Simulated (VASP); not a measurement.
# Cd (R-3m) in VASP: a series of runs

Aim: see how the results for Cd move with the level of theory and the settings. Levels: PBE, revPBE, HSE06. Tasks: single point.

Program: VASP 6.6.1. These are calculated values, not measurements. Logs are shortened: lines on timing, memory, paths and dates and some standing lists are left out, and cuts for length are marked.

## Step 1: The cell of the first run

It takes space group R-3m (No. 166, trigonal). Conventional cell: a = 3.216 Å, b = 3.216 Å, c = 7.348 Å, α = 90.00°, β = 90.00°, γ = 120.00°. Cd (site symmetry -3m) has 12 Cd at 3.07 to 3.22 Å within 4.0 Å.

## Step 2: Single point, PBE

Contents of INCAR:

```
PREC = Accurate
ENCUT = 520
EDIFF = 1E-6
ISMEAR = -5
SIGMA = 0.1
LREAL = F
LASPH = T
NELM = 60
ALGO = Normal
ISIF = 2
LWAVE = F
LCHARG = F
GGA = PE
NBANDS = 12
```

Contents of KPOINTS:

```
Automatic mesh
0
Gamma
  9 9 9
```

Contents of POSCAR:

```
Cd
1.0
    1.6080291515      0.9283960635      2.4492874100
   -1.6080291515      0.9283960635      2.4492874100
    0.0000000000     -1.8567921270      2.4492874100
Cd
1
Direct
    0.0000000000      0.0000000000      0.0000000000
```

Potentials or basis: VASP PAW PBE potentials, release 64 (Cd).

Run with:

```sh
cat potpaw_PBE.64/Cd/POTCAR > POTCAR
mpirun -np 1 vasp_std > vasp.out
```

OUTCAR:

```text
PREC = Accurate
   ENCUT = 520
   EDIFF = 1E-6
   ISMEAR = -5
   LREAL = F
   LASPH = T
   NELM = 60
   ISIF = 2
   GGA = PE

 ion  position               nearest neighbor table
   1  0.000  0.000  0.000-

  LATTYP: Found a trigonal (rhomboedric) cell.
 ALAT       =     3.0735461310
 COS(alpha) =     0.4525576903

  Lattice vectors:

 A1 = (   1.6080291515,   0.9283960635,   2.4492874100)
 A2 = (  -1.6080291515,   0.9283960635,   2.4492874100)
 A3 = (   0.0000000000,  -1.8567921270,   2.4492874100)

Analysis of symmetry for initial positions (statically):
=====================================================================
 Subroutine PRICEL returns:
 Original cell was already a primitive cell.

 Routine SETGRP: Setting up the symmetry group for a
 trigonal (rhombohedral) supercell.

 Subroutine GETGRP returns: Found 12 space group operations
 (whereof 12 operations were pure point group operations)
 out of a pool of 12 trial point group operations.

The static configuration has the point symmetry D_3d.

Analysis of symmetry for dynamics (positions and initial velocities):
=====================================================================
 Subroutine PRICEL returns:
 Original cell was already a primitive cell.

 Routine SETGRP: Setting up the symmetry group for a
 trigonal (rhombohedral) supercell.

 Subroutine GETGRP returns: Found 12 space group operations
 (whereof 12 operations were pure point group operations)
 out of a pool of 12 trial point group operations.

The dynamic configuration has the point symmetry D_3d.

 Subroutine INISYM returns: Found 12 space group operations
 (whereof 12 operations are pure point group operations),
 and found     1 'primitive' translations

----------------------------------------------------------------------------------------

                                     Primitive cell

  volume of cell :      21.9391

  direct lattice vectors                    reciprocal lattice vectors
     1.608029152  0.928396064  2.449287410     0.310939637  0.179521083  0.136094005
    -1.608029152  0.928396064  2.449287410    -0.310939637  0.179521083  0.136094005
     0.000000000 -1.856792127  2.449287410     0.000000000 -0.359042166  0.136094005

  length of vectors
     3.073546131  3.073546131  3.073546131     0.383969862  0.383969862  0.383969862

  position of ions in fractional coordinates (direct lattice)
     0.000000000  0.000000000  0.000000000

  ion indices of the primitive-cell ions
   primitive index   ion index
                 1           1

----------------------------------------------------------------------------------------

 KPOINTS: Automatic mesh

Automatic generation of k-mesh.
 Grid dimensions read from file:
 generate k-points for:    9    9    9

 Generating k-lattice:

  Cartesian coordinates                     Fractional coordinates (reciprocal lattice)
     0.034548849  0.019946787  0.015121556     0.111111111  0.000000000  0.000000000
    -0.034548849  0.019946787  0.015121556     0.000000000  0.111111111  0.000000000
     0.000000000 -0.039893574  0.015121556     0.000000000  0.000000000  0.111111111

  Length of vectors
     0.042663318  0.042663318  0.042663318

  Shift w.r.t. Gamma in fractional coordinates (k-lattice)
     0.000000000  0.000000000  0.000000000

 TETIRR: Found    369 inequivalent tetrahedra from     4374

 Subroutine IBZKPT returns following result:
 ===========================================

 Found     85 irreducible k-points:

 Following reciprocal coordinates:
            Coordinates               Weight
  0.000000  0.000000  0.000000      1.000000
  0.111111 -0.000000  0.000000      6.000000
  0.222222 -0.000000  0.000000      6.000000
  0.333333 -0.000000  0.000000      6.000000
  0.444444 -0.000000  0.000000      6.000000
  0.111111  0.111111  0.000000      6.000000
[... 16 lines left out ...]
 -0.333333  0.333333  0.000000      6.000000
  0.444444  0.444444  0.000000      6.000000
 [... further k-points ...]
   k-points           NKPTS =     85   k-points in BZ     NKDIM =     85   number of bands    NBANDS=     12
   number of dos      NEDOS =    301   number of ions     NIONS =      1
   total plane-waves  NPLWV =  13824
   dimension x,y,z NGX =    24 NGY =   24 NGZ =   24
   dimension x,y,z NGXF=    48 NGYF=   48 NGZF=   48
   ions per type =               1
   NGX,Y,Z   is equivalent  to a cutoff of  12.98, 12.98, 12.98 a.u.
   NGXF,Y,Z  is equivalent  to a cutoff of  25.96, 25.96, 25.96 a.u.
 SYSTEM =  unknown system
   PREC   = accura    normal or accurate (medium, high low for compatibility)
   ISTART =      0    job   : 0-new  1-cont  2-samecut
   ICHARG =      2    charge: 1-file 2-atom 10-const
   ISPIN  =      1    spin polarized calculation?
   LNONCOLLINEAR =      F non collinear calculations
   LSORBIT =      F    spin-orbit coupling
   LASPH  =      T    aspherical Exc in radial PAW
   ENCUT  =  520.0 eV  38.22 Ry    6.18 a.u.   5.71  5.71  5.71*2*pi/ulx,y,z
   NELM   =     60;   NELMIN=  2; NELMDL= -5     # of ELM steps
   EDIFF  = 0.1E-05   stopping-criterion for ELM
   LREAL  =      F    real-space projection
   EDIFFG = 0.1E-04   stopping-criterion for IOM
   NSW    =      0    number of steps for IOM
   IBRION =     -1    ionic relax: 0-MD 1-quasi-New 2-CG
   NFREE  =      0    steps in history (QN), initial steepest desc. (CG)
   ISIF   =      2    stress and relaxation
   ISYM   =      2    0-nonsym 1-usesym 2-fastsym
   POTIM  = 0.5000    time-step for ionic-motion
   TEBEG  =    0.0;   TEEND  =   0.0 temperature during run
   PSTRESS=    0.0 pullay stress
   NELECT =      12.0000    total number of electrons
   NUPDOWN=      -1.0000    fix difference up-down
   EMIN   =  10.00;   EMAX   =-10.00  energy-range for DOS
   EFERMI =   0.00;   METHOD = LEGACY
   ISMEAR =    -5;   SIGMA  =   0.10  broadening in eV -4-tet -1-fermi 0-gaus
   EFERMI_NEDOS =   21; number of points for ismear=-14 and -15
   IALGO  =     38    algorithm
   IMIX   =      4    mixing-type and parameters
     AMIX     =   0.40;   BMIX     =  1.00
     AMIX_MAG =   1.60;   BMIX_MAG =  1.00
  volume/ion in A,a.u.               =      21.94       148.05
  Fermi-wavevector in a.u.,A,eV,Ry     =   1.338842  2.530044 24.388398  1.792497
  Thomas-Fermi vector in A             =   2.467280
   LORBIT       =      0    0 simple, 1 ext, 2 COOP (PROOUT), +10 PAW based schemes
   GGA     = PE    functional components
   LHFCALC =     F    Hartree Fock is set to
   AEXX    =    0.0000 exact exchange contribution
   IVDW    =     0    specifies the selected vdW correction
   LEPSILON=     F    determine dielectric tensor
   LRPA    =     F    only Hartree local field effects (RPA)
 non-spin polarized calculation
 Fermi weights with tetrahedron method with Bloechl corrections
  energy-cutoff  :      520.00
  volume of cell :       21.94
 maximum number of plane-waves:       604
   NGX = 11   NGY = 11   NGZ = 11

 number of electron      11.9999997 magnetization

 Free energy of the ion-electron system (eV)
  ---------------------------------------------------
  ext. energy  EPLUGINS =         0.00000000
  ---------------------------------------------------
  free energy    TOTEN  =        -0.72344255 eV

  energy without entropy =       -0.72344255  energy(sigma->0) =       -0.72344255

 E-fermi :   2.7923     XC(G=0): -10.9563

 val. band max:        2.9542309089   @ k =  -0.3333   0.4444   0.3333
 cond. band min:       2.2349383803   @ k =  -0.4444   0.2222   0.0000
 fundamental gap:     -0.7192925286
 Fermi energy:         2.7922839395

 k-point     1 :       0.0000    0.0000    0.0000
  band No.  band energies     occupation
      1      -6.4264      2.00000
      2      -6.4264      2.00000
      3      -6.2116      2.00000
      4      -5.9280      2.00000
      5      -5.8671      2.00000
      6      -5.8671      2.00000
      7      16.2879      0.00000
      8      16.9473      0.00000
      9      16.9473      0.00000
     10      19.7885      0.00000
     11      20.4381      0.00000
     12      20.4381      0.00000

 k-point     2 :       0.1111   -0.0000    0.0000
  band No.  band energies     occupation
      1      -6.4466      2.00000
      2      -6.3983      2.00000
      3      -6.1720      2.00000
      4      -5.8732      2.00000
      5      -5.8719      2.00000
      6      -5.6084      2.00000
      7      13.7314      0.00000
      8      16.4394      0.00000
      9      16.6409      0.00000
     10      19.1926      0.00000
     11      21.1046      0.00000
     12      21.1430      0.00000

 k-point     3 :       0.2222   -0.0000    0.0000
  band No.  band energies     occupation
      1      -6.5678      2.00000
      2      -6.3692      2.00000
      3      -6.1123      2.00000
      4      -5.8371      2.00000
      5      -5.8135      2.00000
      6      -4.6014      2.00000
      7       9.6119      0.00000
      8      16.0886      0.00000
      9      16.2022      0.00000
     10      18.3118      0.00000
     11      20.9265      0.00000
     12      21.2493      0.00000
[... 286 lines left out ...]
 k-point    23 :      -0.3333    0.3333    0.0000
  band No.  band energies     occupation
      1      -6.7284      2.00000
      2      -6.3159      2.00000
      3      -6.0425      2.00000
      4      -5.8117      2.00000
      5      -5.6247      2.00000
      6       1.7512      2.03848
      7       4.5621     -0.03213
      8       5.5587      0.00000
      9      12.6905      0.00000
     10      15.3143      0.00000
     11      22.5454      0.00000
     12      24.4728      0.00000

 k-point    24 :       0.4444    0.4444    0.0000
  band No.  band energies     occupation
      1      -6.9611      2.00000
      2      -6.8573      2.00000
      3      -5.5813      2.00000
      4      -5.4581      2.00000
      5      -5.4185      2.00000
      6       0.9894      2.00000
      7       5.4059      0.00000
      8       9.0023      0.00000
      9      10.5161      0.00000
     10      13.1605      0.00000
     11      14.6798      0.00000
     12      29.0880      0.00000

 [... further k-points ...]

------------------------ aborting loop because EDIFF is reached ----------------------------------------

  FORCE on cell =-STRESS in cart. coord.  units (eV):
  Direction    XX          YY          ZZ          XY          YZ          ZX
  --------------------------------------------------------------------------------------
  -------------------------------------------------------------------------------------
  Total        0.2881509      0.2881509      0.3249863      0.0000000      0.0000000      0.0000000
  in kB       21.0432290     21.0432290     23.7332621      0.0000000      0.0000000      0.0000000
  external PRESSURE =      21.9399067 kB  Pullay stress =       0.0000000 kB

 VOLUME and BASIS-vectors are now :
 -----------------------------------------------------------------------------
  energy-cutoff  :      520.00
  volume of cell :       21.94
      direct lattice vectors                 reciprocal lattice vectors
     1.608029152  0.928396064  2.449287410     0.310939637  0.179521083  0.136094005
    -1.608029152  0.928396064  2.449287410    -0.310939637  0.179521083  0.136094005
     0.000000000 -1.856792127  2.449287410     0.000000000 -0.359042166  0.136094005

 POSITION                                       TOTAL-FORCE (eV/Angst)
 -----------------------------------------------------------------------------------
      0.00000      0.00000      0.00000         0.000000      0.000000      0.000000
 -----------------------------------------------------------------------------------
    total drift:                               -0.000000     -0.000000      0.000000

  FREE ENERGIE OF THE ION-ELECTRON SYSTEM (eV)
  ---------------------------------------------------
  free  energy   TOTEN  =        -0.7234425508 eV

  energy  without entropy=       -0.7234425508  energy(sigma->0) =       -0.72344255
```

Run time: 19 s. Hardware: 1 thread of Intel Xeon 8259CL, shared host; peak memory 0.15 GiB.

Results:

- Free energy: -0.7234 eV
- Pressure: 2.2 GPa
- Band gap on the k mesh: zero (band 6 reaches 3.48 eV, above the bottom of band 7 at 1.55 eV)

Stress tensor (GPa, compression positive):
```
2.10 0.00 0.00
0.00 2.10 0.00
0.00 0.00 2.37
```

Levels at points of the mesh, in eV from the Fermi level:
```csv
k point,band 3,band 4,band 5,band 6,band 7,band 8,band 9,band 10
"(0.00, 0.00, 0.00)",-9.00,-8.72,-8.66,-8.66,13.50,14.16,14.16,17.00
```

Caveat: tetrahedron occupations give inexact forces and stress in metals.

## Step 3: Single point, revPBE

Contents of INCAR:

```
PREC = Accurate
ENCUT = 520
EDIFF = 1E-7
ISMEAR = -1
SIGMA = 0.018
LREAL = False
LASPH = True
NELM = 60
ALGO = Fast
ISIF = 2
LWAVE = False
LCHARG = True
GGA = RE
LELF = True
LVHAR = True
NBANDS = 12
```

KPOINTS is that of step 2.

POSCAR is that of step 2.

Potentials or basis: VASP PAW PBE potentials, release 64 (Cd).

Run with:

```sh
cat potpaw_PBE.64/Cd/POTCAR > POTCAR
mpirun -np 1 vasp_std > vasp.out
```

OUTCAR:

```text
PREC = Accurate
   ENCUT = 520
   EDIFF = 1E-7
   ISMEAR = -1
   LREAL = False
   LASPH = True
   NELM = 60
   ISIF = 2
   GGA = RE

 ion  position               nearest neighbor table
   1  0.000  0.000  0.000-

  LATTYP: Found a trigonal (rhomboedric) cell.
 ALAT       =     3.0735461310
 COS(alpha) =     0.4525576903

  Lattice vectors:

 A1 = (   1.6080291515,   0.9283960635,   2.4492874100)
 A2 = (  -1.6080291515,   0.9283960635,   2.4492874100)
[... 538 lines left out ...]
     11      14.7680      0.00000
     12      29.2057      0.00000

 [... further k-points ...]

------------------------ aborting loop because EDIFF is reached ----------------------------------------

  FORCE on cell =-STRESS in cart. coord.  units (eV):
  Direction    XX          YY          ZZ          XY          YZ          ZX
  --------------------------------------------------------------------------------------
  -------------------------------------------------------------------------------------
  Total        0.5941364      0.5941364      0.6406958      0.0000000      0.0000000      0.0000000
  in kB       43.3888927     43.3888927     46.7890517      0.0000000      0.0000000      0.0000000
  external PRESSURE =      44.5222790 kB  Pullay stress =       0.0000000 kB

 VOLUME and BASIS-vectors are now :
 -----------------------------------------------------------------------------
  energy-cutoff  :      520.00
  volume of cell :       21.94
      direct lattice vectors                 reciprocal lattice vectors
     1.608029152  0.928396064  2.449287410     0.310939637  0.179521083  0.136094005
    -1.608029152  0.928396064  2.449287410    -0.310939637  0.179521083  0.136094005
     0.000000000 -1.856792127  2.449287410     0.000000000 -0.359042166  0.136094005

 POSITION                                       TOTAL-FORCE (eV/Angst)
 -----------------------------------------------------------------------------------
      0.00000      0.00000      0.00000         0.000000     -0.000000     -0.000000
 -----------------------------------------------------------------------------------
    total drift:                               -0.000000     -0.000000      0.000000

  FREE ENERGIE OF THE ION-ELECTRON SYSTEM (eV)
  ---------------------------------------------------
  free  energy   TOTEN  =        -0.3909659583 eV

  energy  without entropy=       -0.3908871692  energy(sigma->0) =       -0.39092656
```

OSZICAR:

```text
N       E                     dE             d eps       ncg     rms          rms(c)
DAV:   1     0.734376945713E+02    0.73438E+02   -0.70890E+03  2128   0.101E+03
DAV:   2     0.919033820610E+00   -0.72519E+02   -0.69106E+02  2236   0.241E+02
DAV:   3    -0.418520740554E+00   -0.13376E+01   -0.13369E+01  2416   0.370E+01
DAV:   4    -0.420182118145E+00   -0.16614E-02   -0.16613E-02  2312   0.129E+00
DAV:   5    -0.420186049261E+00   -0.39311E-05   -0.39312E-05  2404   0.634E-02    0.312E+00
RMM:   6    -0.389836903898E+00    0.30349E-01   -0.62013E-02  2096   0.264E+00    0.246E+00
RMM:   7    -0.390160000875E+00   -0.32310E-03   -0.71388E-03  2172   0.826E-01    0.115E+00
RMM:   8    -0.390911772942E+00   -0.75177E-03   -0.19529E-03  2147   0.645E-01    0.840E-02
RMM:   9    -0.390958520087E+00   -0.46747E-04   -0.10942E-04  2277   0.119E-01    0.658E-02
RMM:  10    -0.390966131231E+00   -0.76111E-05   -0.32941E-05  2301   0.837E-02    0.498E-03
RMM:  11    -0.390965901605E+00    0.22963E-06   -0.18975E-06  2303   0.160E-02    0.315E-03
RMM:  12    -0.390965958332E+00   -0.56727E-07   -0.28253E-07  2183   0.741E-03
   1 F= -.39096596E+00 E0= -.39092656E+00  d E =-.787891E-04
```

stdout:

```text
POSCAR found type information on POSCAR Cd
 POSCAR found :  1 types and       1 ions
 scaLAPACK will be used
 -----------------------------------------------------------------------------
|                                                                             |
|                                                                             |
|     You enforced a specific xc type in the INCAR file but a different       |
|     I HOPE YOU KNOW WHAT YOU ARE DOING!                                     |
|                                                                             |
 -----------------------------------------------------------------------------

 LDA part: xc-table for (Slater+PW92), standard interpolation
 POSCAR, INCAR and KPOINTS ok, starting setup
 FFT: planning ... GRIDC
 FFT: planning ... GRID_SOFT
 FFT: planning ... GRID
 WAVECAR not read
 entering main loop
```

Run time: 22 s. Hardware: 1 thread of Intel Xeon 8259CL, shared host; peak memory 0.15 GiB.

Results:

```yaml
Free_energy: -0.3910 eV
Pressure: 4.5 GPa
Band_gap_on_the_k_mesh: zero (band 6 reaches 3.60 eV, above the bottom of band 7 at 1.67 eV)
```

Caveat: the PAW data sets were made with another functional, which shifts forces and pressure a little.

[end of part 1 of 2]
